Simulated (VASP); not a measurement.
# Rh (R-3m) in VASP: further runs

Runs on Rh. Level: r2SCAN. Tasks: single point.

Program: VASP 6.6.1. These are calculated values, not measurements. Logs are shortened: lines on timing, memory, paths and dates and some standing lists are left out, and cuts for length are marked.

## Step 1: The cell of the first run

The structure is trigonal, space group R-3m (No. 166). The conventional cell has a = 2.842 Å, b = 2.842 Å, c = 20.603 Å, α = 90.00°, β = 90.00°, γ = 120.00°. Rh (site symmetry -3m) has 12 Rh at 2.82 to 2.84 Å within 3.7 Å. Rh (site symmetry 3m) has 12 Rh at 2.82 to 2.84 Å within 3.7 Å.

## Step 2: Single point, r2SCAN

Input file POSCAR:

```
Rh
1.0
    1.4210446743      0.8204405252      6.8678197437
   -1.4210446743      0.8204405252      6.8678197437
    0.0000000000     -1.6408810505      6.8678197437
Rh
3
Direct
    0.0000000000      0.0000000000      0.0000000000
    0.2222200000      0.2222200000      0.2222200000
    0.7777800000      0.7777800000      0.7777800000
```

Input file INCAR.step1:

```
SYSTEM = Rh
PREC     = Accurate       ! precision mode
ENCUT    = 520            ! plane-wave cutoff, eV
ISMEAR   = 0              ! smearing method
SIGMA    = 0.1            ! smearing width, eV
LREAL    = .FALSE.        ! projectors in reciprocal space
LASPH    = .TRUE.         ! aspherical terms in the spheres
NELM     = 100            ! most SCF steps
NBANDS   = 30             ! bands
GGA      = PE             ! functional
ALGO     = Normal         ! electronic algorithm
EDIFF    = 1E-4           ! SCF threshold, eV
LWAVE    = .TRUE.         ! write WAVECAR
LCHARG   = .FALSE.        ! write CHGCAR
```

Input file INCAR.step2:

```
SYSTEM = Rh
PREC     = Accurate       ! precision mode
ENCUT    = 520            ! plane-wave cutoff, eV
EDIFF    = 1E-6           ! SCF threshold, eV
ISMEAR   = 0              ! smearing method
SIGMA    = 0.1            ! smearing width, eV
LREAL    = .FALSE.        ! projectors in reciprocal space
LASPH    = .TRUE.         ! aspherical terms in the spheres
NELM     = 100            ! most SCF steps
ALGO     = Normal         ! electronic algorithm
ISIF     = 2              ! what is computed and relaxed
LWAVE    = .FALSE.        ! write WAVECAR
LCHARG   = .TRUE.         ! write CHGCAR
METAGGA  = R2SCAN         ! meta-GGA
LMIXTAU  = .TRUE.       
LELF     = .TRUE.         ! ELF
LVHAR    = .TRUE.       
NBANDS   = 30             ! bands
ISTART   = 1
```

Input file KPOINTS:

```
Automatic mesh
0
G
  9 9 9
  0 0 0
```

Potentials or basis: VASP PAW PBE potentials, release 64 (Rh_pv).

Run with:

```console
cat potpaw_PBE.64/Rh_pv/POTCAR > POTCAR
cp INCAR.step1 INCAR
mpirun -np 1 vasp_std > vasp.out
cp INCAR.step2 INCAR
mpirun -np 1 vasp_std > vasp.out
```

OUTCAR:

```text
SYSTEM = Rh
   PREC = Accurate
   ENCUT = 520
   EDIFF = 1E-6
   ISMEAR = 0
   LREAL = .FALSE.
   LASPH = .TRUE.
   NELM = 100
   ISIF = 2
   METAGGA = R2SCAN
   ISTART = 1

 ion  position               nearest neighbor table
   1  0.000  0.000  0.000-   3 2.82   3 2.82   2 2.82   2 2.82   3 2.82   2 2.82
   2  0.222  0.222  0.222-   3 2.82   3 2.82   3 2.82   1 2.82   1 2.82   1 2.82
   3  0.778  0.778  0.778-   2 2.82   2 2.82   2 2.82   1 2.82   1 2.82   1 2.82

  LATTYP: Found a trigonal (rhomboedric) cell.
 ALAT       =     7.0611216286
 COS(alpha) =     0.9189975651

  Lattice vectors:

 A1 = (   1.4210446743,   0.8204405252,   6.8678197437)
 A2 = (  -1.4210446743,   0.8204405252,   6.8678197437)
 A3 = (   0.0000000000,  -1.6408810505,   6.8678197437)

Analysis of symmetry for initial positions (statically):
=====================================================================
 Subroutine PRICEL returns:
 Original cell was already a primitive cell.

 Routine SETGRP: Setting up the symmetry group for a
 trigonal (rhombohedral) supercell.

 Subroutine GETGRP returns: Found 12 space group operations
 (whereof 12 operations were pure point group operations)
 out of a pool of 12 trial point group operations.

The static configuration has the point symmetry D_3d.

Analysis of symmetry for dynamics (positions and initial velocities):
=====================================================================
 Subroutine PRICEL returns:
 Original cell was already a primitive cell.

 Routine SETGRP: Setting up the symmetry group for a
 trigonal (rhombohedral) supercell.

 Subroutine GETGRP returns: Found 12 space group operations
 (whereof 12 operations were pure point group operations)
 out of a pool of 12 trial point group operations.

The dynamic configuration has the point symmetry D_3d.

 Subroutine INISYM returns: Found 12 space group operations
 (whereof 12 operations are pure point group operations),
 and found     1 'primitive' translations

----------------------------------------------------------------------------------------

                                     Primitive cell

  volume of cell :      48.0424

  direct lattice vectors                    reciprocal lattice vectors
     1.421044674  0.820440525  6.867819744     0.351853822  0.203142899  0.048535539
    -1.421044674  0.820440525  6.867819744    -0.351853822  0.203142899  0.048535539
     0.000000000 -1.640881050  6.867819744     0.000000000 -0.406285798  0.048535539

  length of vectors
     7.061121629  7.061121629  7.061121629     0.409174594  0.409174594  0.409174594

  position of ions in fractional coordinates (direct lattice)
     0.000000000  0.000000000  0.000000000
     0.222220000  0.222220000  0.222220000
     0.777780000  0.777780000  0.777780000

  ion indices of the primitive-cell ions
   primitive index   ion index
                 1           1
                 2           2
                 3           3

----------------------------------------------------------------------------------------

 KPOINTS: Automatic mesh

Automatic generation of k-mesh.
 Grid dimensions read from file:
 generate k-points for:    9    9    9

 Generating k-lattice:

  Cartesian coordinates                     Fractional coordinates (reciprocal lattice)
     0.039094869  0.022571433  0.005392838     0.111111111 -0.000000000 -0.000000000
    -0.039094869  0.022571433  0.005392838    -0.000000000  0.111111111 -0.000000000
     0.000000000 -0.045142866  0.005392838    -0.000000000 -0.000000000  0.111111111

  Length of vectors
     0.045463844  0.045463844  0.045463844

  Shift w.r.t. Gamma in fractional coordinates (k-lattice)
     0.000000000  0.000000000  0.000000000

 Subroutine IBZKPT returns following result:
 ===========================================

 Found     85 irreducible k-points:

 Following reciprocal coordinates:
            Coordinates               Weight
  0.000000  0.000000  0.000000      1.000000
  0.111111 -0.000000  0.000000      6.000000
  0.222222  0.000000  0.000000      6.000000
  0.333333  0.000000  0.000000      6.000000
  0.444444  0.000000  0.000000      6.000000
  0.111111  0.111111  0.000000      6.000000
[... 16 lines left out ...]
 -0.333333  0.333333  0.000000      6.000000
  0.444444  0.444444  0.000000      6.000000
 [... further k-points ...]
   k-points           NKPTS =     85   k-points in BZ     NKDIM =     85   number of bands    NBANDS=     30
   number of dos      NEDOS =    301   number of ions     NIONS =      3
   total plane-waves  NPLWV = 157464
   dimension x,y,z NGX =    54 NGY =   54 NGZ =   54
   dimension x,y,z NGXF=   108 NGYF=  108 NGZF=  108
   ions per type =               3
   NGX,Y,Z   is equivalent  to a cutoff of  12.71, 12.71, 12.71 a.u.
   NGXF,Y,Z  is equivalent  to a cutoff of  25.43, 25.43, 25.43 a.u.
 SYSTEM =  Rh
   PREC   = accura    normal or accurate (medium, high low for compatibility)
   ISTART =      1    job   : 0-new  1-cont  2-samecut
   ICHARG =      0    charge: 1-file 2-atom 10-const
   ISPIN  =      1    spin polarized calculation?
   LNONCOLLINEAR =      F non collinear calculations
   LSORBIT =      F    spin-orbit coupling
   LASPH  =      T    aspherical Exc in radial PAW
   ENCUT  =  520.0 eV  38.22 Ry    6.18 a.u.  13.13 13.13 13.13*2*pi/ulx,y,z
   NELM   =    100;   NELMIN=  2; NELMDL=  0     # of ELM steps
   EDIFF  = 0.1E-05   stopping-criterion for ELM
   LREAL  =      F    real-space projection
   EDIFFG = 0.1E-04   stopping-criterion for IOM
   NSW    =      0    number of steps for IOM
   IBRION =     -1    ionic relax: 0-MD 1-quasi-New 2-CG
   NFREE  =      0    steps in history (QN), initial steepest desc. (CG)
   ISIF   =      2    stress and relaxation
   ISYM   =      2    0-nonsym 1-usesym 2-fastsym
   POTIM  = 0.5000    time-step for ionic-motion
   TEBEG  =    0.0;   TEEND  =   0.0 temperature during run
   PSTRESS=    0.0 pullay stress
   NELECT =      45.0000    total number of electrons
   NUPDOWN=      -1.0000    fix difference up-down
   EMIN   =  10.00;   EMAX   =-10.00  energy-range for DOS
   EFERMI =   0.00;   METHOD = LEGACY
   ISMEAR =     0;   SIGMA  =   0.10  broadening in eV -4-tet -1-fermi 0-gaus
   EFERMI_NEDOS =   21; number of points for ismear=-14 and -15
   IALGO  =     38    algorithm
   IMIX   =      4    mixing-type and parameters
     AMIX     =   0.40;   BMIX     =  1.00
     AMIX_MAG =   1.60;   BMIX_MAG =  1.00
  volume/ion in A,a.u.               =      16.01       108.07
  Fermi-wavevector in a.u.,A,eV,Ry     =   1.601784  3.026933 34.908640  2.565713
  Thomas-Fermi vector in A             =   2.698708
   LORBIT       =      0    0 simple, 1 ext, 2 COOP (PROOUT), +10 PAW based schemes
   METAGGA = R2SCAN    functional components
   LHFCALC =     F    Hartree Fock is set to
   AEXX    =    0.0000 exact exchange contribution
   IVDW    =     0    specifies the selected vdW correction
   LEPSILON=     F    determine dielectric tensor
   LRPA    =     F    only Hartree local field effects (RPA)
 non-spin polarized calculation
 Gauss-broadening in eV      SIGMA  =   0.10
  energy-cutoff  :      520.00
  volume of cell :       48.04
 maximum number of plane-waves:      1313
 NGX is ok and might be reduce to    54
   NGX = 27   NGY = 27   NGZ = 27

 number of electron      45.0000005 magnetization

 Free energy of the ion-electron system (eV)
  ---------------------------------------------------
  ext. energy  EPLUGINS =         0.00000000
  ---------------------------------------------------
  free energy    TOTEN  =       -71.64920883 eV

  energy without entropy =      -71.62085883  energy(sigma->0) =      -71.63503383

 E-fermi :   9.1691     XC(G=0): -14.0856

 val. band max:        9.1689722080   @ k =  -0.3333   0.3333   0.1111
 cond. band min:       9.1697021685   @ k =  -0.3333   0.2222   0.2222
 fundamental gap:      0.0007299605
 Fermi energy:         9.1690749991

 k-point     1 :       0.0000    0.0000    0.0000
  band No.  band energies     occupation
      1     -38.7430      2.00000
      2     -38.7278      2.00000
      3     -38.4154      2.00000
      4     -38.4154      2.00000
      5     -38.4103      2.00000
      6     -38.4103      2.00000
[... 22 lines left out ...]
     29      21.0725      0.00000
     30      25.5714      0.00000

 k-point     2 :       0.1111   -0.0000    0.0000
  band No.  band energies     occupation
      1     -38.7448      2.00000
      2     -38.7133      2.00000
      3     -38.4540      2.00000
      4     -38.4381      2.00000
      5     -38.4272      2.00000
      6     -38.4207      2.00000
[... 22 lines left out ...]
     29      21.6615      0.00000
     30      25.7753      0.00000

 k-point     3 :       0.2222    0.0000    0.0000
  band No.  band energies     occupation
      1     -38.7386      2.00000
      2     -38.7043      2.00000
      3     -38.5430      2.00000
      4     -38.5107      2.00000
      5     -38.4931      2.00000
      6     -38.4557      2.00000
[... 22 lines left out ...]
     29      22.5415      0.00000
     30      23.1197      0.00000

 k-point     4 :       0.3333    0.0000    0.0000
  band No.  band energies     occupation
      1     -38.7587      2.00000
      2     -38.7280      2.00000
      3     -38.6470      2.00000
      4     -38.5877      2.00000
      5     -38.5284      2.00000
      6     -38.4863      2.00000
[... 22 lines left out ...]
     29      20.6167      0.00000
     30      22.2277      0.00000

 k-point     5 :       0.4444    0.0000    0.0000
  band No.  band energies     occupation
      1     -38.8060      2.00000
      2     -38.7561      2.00000
      3     -38.7291      2.00000
      4     -38.5807      2.00000
      5     -38.5410      2.00000
      6     -38.5053      2.00000
[... 22 lines left out ...]
     29      18.3640      0.00000
     30      19.9822      0.00000
[... 526 lines left out ...]
     29      18.7268      0.00000
     30      20.6190      0.00000

 k-point    22 :      -0.4444    0.3333    0.0000
  band No.  band energies     occupation
      1     -38.7587      2.00000
      2     -38.7229      2.00000
      3     -38.7001      2.00000
      4     -38.6018      2.00000
      5     -38.5882      2.00000
      6     -38.5639      2.00000
[... 22 lines left out ...]
     29      18.1368      0.00000
     30      18.9019      0.00000

 k-point    23 :      -0.3333    0.3333    0.0000
  band No.  band energies     occupation
      1     -38.7321      2.00000
      2     -38.7079      2.00000
      3     -38.6701      2.00000
      4     -38.6681      2.00000
      5     -38.6144      2.00000
      6     -38.5880      2.00000
[... 22 lines left out ...]
     29      17.6712      0.00000
     30      19.4268      0.00000

 k-point    24 :       0.4444    0.4444    0.0000
  band No.  band energies     occupation
      1     -38.8003      2.00000
      2     -38.7630      2.00000
      3     -38.7249      2.00000
      4     -38.6050      2.00000
      5     -38.5303      2.00000
      6     -38.5029      2.00000
[... 22 lines left out ...]
     29      18.1442      0.00000
     30      20.4713      0.00000

 [... further k-points ...]
[... 5 lines left out ...]
  --------------------------------------------------------------------------------------
  -------------------------------------------------------------------------------------
  Total       -8.5248852     -8.5248852     -8.2455207      0.0000000      0.0000000      0.0000000
  in kB     -284.2982239   -284.2982239   -274.9816398      0.0000000      0.0000000      0.0000000
  external PRESSURE =    -281.1926959 kB  Pullay stress =       0.0000000 kB

 VOLUME and BASIS-vectors are now :
 -----------------------------------------------------------------------------
  energy-cutoff  :      520.00
  volume of cell :       48.04
      direct lattice vectors                 reciprocal lattice vectors
     1.421044674  0.820440525  6.867819744     0.351853822  0.203142899  0.048535539
    -1.421044674  0.820440525  6.867819744    -0.351853822  0.203142899  0.048535539
     0.000000000 -1.640881050  6.867819744     0.000000000 -0.406285798  0.048535539

 POSITION                                       TOTAL-FORCE (eV/Angst)
 -----------------------------------------------------------------------------------
      0.00000      0.00000      0.00000         0.000000     -0.000000      0.000000
      0.00000     -0.00000      4.57850         0.000000     -0.000000      0.120742
      0.00000     -0.00000     16.02496         0.000000      0.000000     -0.120742
 -----------------------------------------------------------------------------------
    total drift:                                0.000000     -0.000000      0.000000

  FREE ENERGIE OF THE ION-ELECTRON SYSTEM (eV)
  ---------------------------------------------------
  free  energy   TOTEN  =       -71.6492088328 eV

  energy  without entropy=      -71.6208588349  energy(sigma->0) =      -71.63503383
```

It took 45 min on 1 thread of Intel Xeon Platinum 8259CL at 2.50GHz (Skylake/Cascade Lake), shared host; peak memory 0.47 GiB.

What came out:

* Free energy: -71.6492 eV
* Pressure: -28.1 GPa
* Largest force: 0.121 eV/Å

Forces on the atoms (eV/Å):
```
Rh   0.000  0.000  0.000
Rh   0.000  0.000  0.121
Rh   0.000  0.000 -0.121
```

Caveat: the PAW data sets were made with another functional, which shifts forces and pressure a little.

[end of part 1 of 2]
